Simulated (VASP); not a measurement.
Crystal: PdI4.

```
Pd I
1.0
     5.98872    0.00000    0.00000
     0.00000    5.98872    0.00000
     0.00000    0.00000    5.98872
Pd I
1 4
Direct
  0.00000 0.00000 0.00000
  0.25000 0.25000 0.25000
  0.75000 0.75000 0.25000
  0.25000 0.75000 0.75000
  0.75000 0.25000 0.75000
```

| Quantity | Value |
| --- | --- |
| Program | VASP 6.6.1 |
| Task | relaxation of cell and atoms |
| Functional | PBE |
| Potentials or basis | VASP PAW PBE potentials, release 64 (Pd, I) |
| Cutoff | 600 eV |
| k mesh | 6 × 6 × 6 |
| Occupations | gaussian, width 0.1 eV |
| Spin | no spin polarisation |

At the start: pressure -0.8 GPa; volume 42.96 Å³/atom.

Where does the relaxation end?

Over 12 steps the energy falls by 27.2 meV/atom and the volume is 36.54 Å³/atom (-14.9 %); space group P-43m (No. 215, to 0.05 Å).

The path:
| step | energy change (eV) | largest force (eV/Å) | pressure (GPa) | volume (Å³) |
| --- | --- | --- | --- | --- |
| 1 | 0.0000 | 0.0371 | -0.84 | 214.78 |
| 2 | -0.0228 | 0.2691 | -0.15 | 207.87 |
| 3 | -0.0239 | 0.3345 | 0.05 | 206.07 |
| 4 | -0.0461 | 0.3193 | 0.06 | 202.39 |
| 5 | -0.1010 | 0.2721 | 0.23 | 191.63 |
| 6 | -0.0929 | 0.0844 | 1.48 | 171.25 |
| 7 | -0.1220 | 0.2389 | 0.60 | 183.31 |
| 8 | -0.1119 | 0.2247 | -1.03 | 188.86 |
| 9 | -0.1336 | 0.0279 | -0.14 | 185.58 |
| 10 | -0.1336 | 0.0316 | -0.13 | 185.53 |
| 11 | -0.1350 | 0.0185 | -0.08 | 184.43 |
| 12 | -0.1358 | 0.0032 | -0.01 | 182.71 |

Final structure:
```
Pd I
1.0
     5.67445    0.00000    0.00000
     0.00000    5.67445    0.00000
     0.00000    0.00000    5.67445
Pd I
1 4
Direct
  0.00000 0.00000 0.00000
  0.26470 0.26470 0.26470
  0.73530 0.73530 0.26470
  0.26470 0.73530 0.73530
  0.73530 0.26470 0.73530
```
